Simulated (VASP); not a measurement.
# BaHfO3 (Pm-3m) in VASP: further runs, part 2 of 2

VASP 6.6.1. Earlier steps stand in the parts before.

### 4 Single point, LDA

INCAR reads:

```
SYSTEM = BaHfO3
PREC     = Accurate       ! precision mode
ENCUT    = 600            ! plane-wave cutoff, eV
EDIFF    = 1E-6           ! SCF threshold, eV
ISMEAR   = -1             ! smearing method
SIGMA    = 0.05           ! smearing width, eV
LREAL    = .False.        ! projectors in reciprocal space
LASPH    = .True.         ! aspherical terms in the spheres
NELM     = 120            ! most SCF steps
ALGO     = Normal         ! electronic algorithm
ISIF     = 2              ! what is computed and relaxed
LWAVE    = .False.        ! write WAVECAR
LCHARG   = .False.        ! write CHGCAR
NBANDS   = 27             ! bands
GGA_COMPAT= .False.
```

KPOINTS reads:

```
Automatic mesh
0
Gamma
  6 6 6
  0 0 0
```

POSCAR reads:

```
BaHfO3
1.0
    4.1575940000      0.0000000000      0.0000000000
    0.0000000000      4.1575940000      0.0000000000
    0.0000000000      0.0000000000      4.1575940000
Ba Hf O
1 1 3
Direct
    0.0000000000      0.0000000000      0.0000000000
    0.5000000000      0.5000000000      0.5000000000
    0.5000000000      0.5000000000      0.0000000000
    0.0000000000      0.5000000000      0.5000000000
    0.5000000000      0.0000000000      0.5000000000
```

Potentials or basis: VASP PAW LDA potentials, release 64 (Ba_sv, Hf_pv, O).

The run is started by

```bash
$ cat potpaw_LDA.64/Ba_sv/POTCAR potpaw_LDA.64/Hf_pv/POTCAR potpaw_LDA.64/O/POTCAR > POTCAR
$ mpirun -np 1 vasp_std > vasp.out
```

OUTCAR:

```text
SYSTEM = BaHfO3
   PREC = Accurate
   ENCUT = 600
   EDIFF = 1E-6
   ISMEAR = -1
   LREAL = .False.
   LASPH = .True.
   NELM = 120
   ISIF = 2

 ion  position               nearest neighbor table
   1  0.000  0.000  0.000-   3 2.94   4 2.94   5 2.94   4 2.94   5 2.94   3 2.94   4 2.94   4 2.94
                             3 2.94   5 2.94   5 2.94   3 2.94   2 3.60   2 3.60   2 3.60   2 3.60
   2  0.500  0.500  0.500-   3 2.08   4 2.08   5 2.08   3 2.08   5 2.08   4 2.08   1 3.60   1 3.60
                             1 3.60   1 3.60   1 3.60   1 3.60   1 3.60   1 3.60
   3  0.500  0.500  0.000-   2 2.08   2 2.08   1 2.94   1 2.94   1 2.94   1 2.94
   4  0.000  0.500  0.500-   2 2.08   2 2.08   1 2.94   1 2.94   1 2.94   1 2.94
   5  0.500  0.000  0.500-   2 2.08   2 2.08   1 2.94   1 2.94   1 2.94   1 2.94

  LATTYP: Found a simple cubic cell.
 ALAT       =     4.1575940000

  Lattice vectors:

 A1 = (   4.1575940000,   0.0000000000,   0.0000000000)
 A2 = (   0.0000000000,   4.1575940000,   0.0000000000)
 A3 = (   0.0000000000,   0.0000000000,   4.1575940000)

Analysis of symmetry for initial positions (statically):
=====================================================================
[... 176 lines left out ...]
 cond. band min:       5.6609375654   @ k =   0.0000   0.0000   0.0000
 fundamental gap:      3.4302782140
 Fermi energy:         3.3512441847

 k-point     1 :       0.0000    0.0000    0.0000
  band No.  band energies     occupation
      1     -26.3027      2.00000
      2     -26.3027      2.00000
      3     -26.3027      2.00000
      4     -22.8083      2.00000
      5     -14.1697      2.00000
      6     -13.6071      2.00000
[... 589 lines left out ...]
     26      11.5948      0.00000
     27      11.5948      0.00000

------------------------ aborting loop because EDIFF is reached ----------------------------------------

  FORCE on cell =-STRESS in cart. coord.  units (eV):
  Direction    XX          YY          ZZ          XY          YZ          ZX
  --------------------------------------------------------------------------------------
  -------------------------------------------------------------------------------------
  Total       -2.1020347     -2.1020347     -2.1020347      0.0000000      0.0000000     -0.0000000
  in kB      -46.8623677    -46.8623677    -46.8623677      0.0000000      0.0000000     -0.0000000
  external PRESSURE =     -46.8623677 kB  Pullay stress =       0.0000000 kB

 VOLUME and BASIS-vectors are now :
 -----------------------------------------------------------------------------
  energy-cutoff  :      600.00
  volume of cell :       71.87
      direct lattice vectors                 reciprocal lattice vectors
     4.157594000  0.000000000  0.000000000     0.240523726  0.000000000  0.000000000
     0.000000000  4.157594000  0.000000000     0.000000000  0.240523726  0.000000000
     0.000000000  0.000000000  4.157594000     0.000000000  0.000000000  0.240523726

 POSITION                                       TOTAL-FORCE (eV/Angst)
 -----------------------------------------------------------------------------------
      0.00000      0.00000      0.00000         0.000000      0.000000      0.000000
      2.07880      2.07880      2.07880         0.000000      0.000000      0.000000
      2.07880      2.07880      0.00000         0.000000      0.000000      0.000000
      0.00000      2.07880      2.07880         0.000000      0.000000      0.000000
      2.07880      0.00000      2.07880         0.000000      0.000000      0.000000
 -----------------------------------------------------------------------------------
    total drift:                                0.000000      0.000000      0.000000

  FREE ENERGIE OF THE ION-ELECTRON SYSTEM (eV)
  ---------------------------------------------------
  free  energy   TOTEN  =       -47.6384677632 eV

  energy  without entropy=      -47.6384677631  energy(sigma->0) =      -47.63846776
```

Run time: 18 s. Hardware: 1 thread of Intel Xeon 6975P-C (Granite Rapids), shared host; peak memory 0.2 GiB.

Results:

```
Free energy            : -47.6385 eV
Pressure               : -4.7 GPa
Band gap on the k mesh : 3.43 eV, indirect (least direct gap 3.63 eV)
```

Levels at points of the mesh, in eV from the valence-band top:
```
           k point  band 15  band 16  band 17  band 18  band 19  band 20  band 21  band 22  band 23  band 24
(0.00, 0.00, 0.00)    -1.01    -1.01    -0.20    -0.20    -0.20     3.43     3.43     3.43     4.57     4.57
(0.50, 0.00, 0.00)    -1.77    -1.77    -1.77    -0.51    -0.51     4.00     6.31     6.31     6.44     6.73
(0.50, 0.50, 0.00)    -2.52    -0.98    -0.92    -0.92    -0.08     6.21     6.21     6.64     6.87     8.10
(0.50, 0.50, 0.50)    -2.54    -2.54     0.00     0.00     0.00     6.02     6.02     6.02     7.82     7.82
```

Caveat: spin-orbit coupling is left out, which moves the levels of the heavy elements. As with any semilocal functional, this LDA gap is likely too small.

### 5 The runs side by side

| level | potentials or basis | cutoff (eV) | gap on the mesh (eV) | pressure (GPa) |
| --- | --- | --- | --- | --- |
| PBEsol | VASP PAW PBE potentials, release 64 (Ba_sv, Hf_pv, O) | 520 | 3.50 | -0.4 |
| r2SCAN | VASP PAW PBE potentials, release 64 (Ba_sv, Hf_pv, O) | 520 | 4.14 | 1.8 |
| LDA | VASP PAW LDA potentials, release 64 (Ba_sv, Hf_pv, O) | 600 | 3.43 | -4.7 |

Alike in all rows: task single point; no spin polarisation; cell as given; k mesh 6 × 6 × 6; smearing fermi-dirac 0.05 eV.

Caveats: spin-orbit coupling is left out, which moves the levels of the heavy elements; the PAW data sets were made with another functional, which shifts forces and pressure a little (some runs).

Absolute energies hang on the potentials; compare differences alone.
